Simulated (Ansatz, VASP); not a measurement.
## W: VASP beside Ansatz

```
W
1.0
     5.47220    0.00000    0.00000
    -1.82407    5.15924    0.00000
     0.00000    0.00000   22.46803
W
12
Cartesian
  0.9120 1.2898 8.0000
  0.0000 3.8694 8.0000
  3.6481 1.2898 8.0000
  2.7361 3.8694 8.0000
  1.8349 2.5716 10.1765
  2.7578 -0.0126 10.1631
  -0.9111 2.5814 10.1769
  0.0020 -0.0069 10.1904
  2.6929 3.8603 12.4161
  3.6793 1.2955 12.4023
  0.0414 3.8391 12.3842
  0.9865 1.2696 12.3286
```

Alike in both runs: task single point; functional PBE; dispersion D3(BJ); k mesh 4 × 4 × 1; occupations gaussian, width 0.1 eV; no spin polarisation.

|  | VASP | Ansatz |
| --- | --- | --- |
| version | VASP 6.6.1 | Ansatz 0.2.0 |
| potentials or method | VASP PAW PBE potentials, release 64 (W_sv), cutoff 400 eV | scalar-relativistic, plane waves, PAW |
| valence electrons in the cell | 168 | 168 |

|  | VASP | Ansatz | Ansatz less VASP |
| --- | --- | --- | --- |
| gap on the k mesh at the Fermi level (eV) | none | none | - |
| rms of the force components (eV/Å) | 0.252 | 0.251 | -0.0015 |
| work function, face that differs most (eV) | 4.82 | 4.82 | -0.002 |

Atom by atom the forces differ by 0.017 eV/Å (rms over components). A gap of «none» marks a metal or a gap that the smearing closes.

Neither program's run includes spin-orbit coupling.
